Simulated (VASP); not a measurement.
A run of VASP 6.6.1 is set up as follows.

File INCAR:

```
SYSTEM = Zn
PREC = Accurate ; ENCUT = 520
EDIFF = 1E-6 ; ISMEAR = 0
SIGMA = 0.15 ; LREAL = .FALSE.
LASPH = .TRUE. ; NELM = 60
ALGO = Fast ; ISIF = 2
LWAVE = .FALSE. ; LCHARG = .FALSE.
GGA = PS ; NBANDS = 19
```

The input KPOINTS:

```
Automatic mesh
0
G
  24 24 12
  0 0 0
```

File POSCAR:

```
Zn
1.0
    2.7013066728      0.0000000000      0.0000000000
   -1.3506533364      2.3394002021      0.0000000000
    0.0000000000      0.0000000000      4.8138925778
Zn
2
Direct
    0.3333333333      0.6666666667      0.2500000000
    0.6666666667      0.3333333333      0.7500000000
```

Potentials or basis: VASP PAW PBE potentials, release 64 (Zn).

Run with:

```console
$ cat potpaw_PBE.64/Zn/POTCAR > POTCAR
$ mpirun -np 1 vasp_std > vasp.out
```

Problem. Predict the band gap on the k mesh.

Solution. Zero (bands 12 and 13 overlap by 4.12 eV).

Problem. Predict the pressure.

Solution. -5.4 GPa.

Stress tensor (GPa, compression positive):
```
-6.18  0.00  0.00
 0.00 -6.18  0.00
 0.00  0.00 -3.73
```

Caveat: the cell stands under tension; the PAW data sets were made with another functional, which shifts forces and pressure a little.
